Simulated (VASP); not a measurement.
A run of VASP 6.6.1 is set up as follows.

The input INCAR:

```
  PREC = Accurate
  ENCUT = 520
  EDIFF = 1E-6
  ISMEAR = -1
  SIGMA = 0.05
  LREAL = F
  LASPH = T
  NELM = 100
  ALGO = Normal
  ISIF = 2
  LWAVE = F
  LCHARG = F
  GGA = PE
  NBANDS = 13
```

KPOINTS

```
regular mesh
0
Gamma
  10 10 10
```

File POSCAR:

```
Mo
1.0
   -1.5838089719      1.5838089719      1.5521327925
    1.5838089719     -1.5838089719      1.5521327925
    1.5838089719      1.5838089719     -1.5521327925
Mo
1
Direct
    0.0000000000      0.0000000000      0.0000000000
```

Potentials or basis: VASP PAW PBE potentials, release 64 (Mo_sv).

Launch:

```bash
$ cat potpaw_PBE.64/Mo_sv/POTCAR > POTCAR
$ mpirun -np 1 vasp_std > vasp.out
```

Q: Predict the pressure.

A: 3.9 GPa.

Q: Predict the band gap on the k mesh.

A: Zero (band 7 reaches 16.65 eV, above the bottom of band 8 at 11.38 eV).

Stress tensor (GPa, compression positive):
```
2.23 0.00 0.00
0.00 2.23 0.00
0.00 0.00 7.14
```
